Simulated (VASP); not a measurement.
A run of VASP 6.6.1:

INCAR

```
  PREC = Accurate
  ENCUT = 520
  EDIFF = 1E-7
  ISMEAR = 0
  SIGMA = 0.05
  LREAL = F
  LASPH = T
  NELM = 80
  ALGO = Normal
  ISIF = 2
  LWAVE = F
  LCHARG = F
  GGA = PE
  NBANDS = 26
```

File KPOINTS:

```
regular mesh
0
Gamma
  12 12 4
```

File POSCAR:

```
SiC
1.0
    3.2385000000      0.0000000000      0.0000000000
   -1.6192500000      2.8046232702      0.0000000000
    0.0000000000      0.0000000000     10.9395000000
Si C
4 4
Direct
    0.6666666667      0.3333333333      0.9378436843
    0.3333333333      0.6666666667      0.4378436843
    0.0000000000      0.0000000000      0.6878989045
    0.0000000000      0.0000000000      0.1878989045
    0.6666666667      0.3333333333      0.7498087506
    0.3333333333      0.6666666667      0.2498087506
    0.0000000000      0.0000000000      0.5004476606
    0.0000000000      0.0000000000      0.0004476606
```

Potentials or basis: VASP PAW PBE potentials, release 64 (Si, C).

Run with:

```console
$ cat potpaw_PBE.64/Si/POTCAR potpaw_PBE.64/C/POTCAR > POTCAR
$ mpirun -np 1 vasp_std > vasp.out
```

Hardware: 1 thread of Intel(R) Xeon(R) Platinum 8488C (Sapphire Rapids), with other jobs on the host.

Problem. How long does it take, and how much memory?

Solution. Wall time 94 s on 1 thread of Intel(R) Xeon(R) Platinum 8488C (Sapphire Rapids) (shared host), peak memory 0.25 GiB. Counts: scf iterations 16, k points 57.
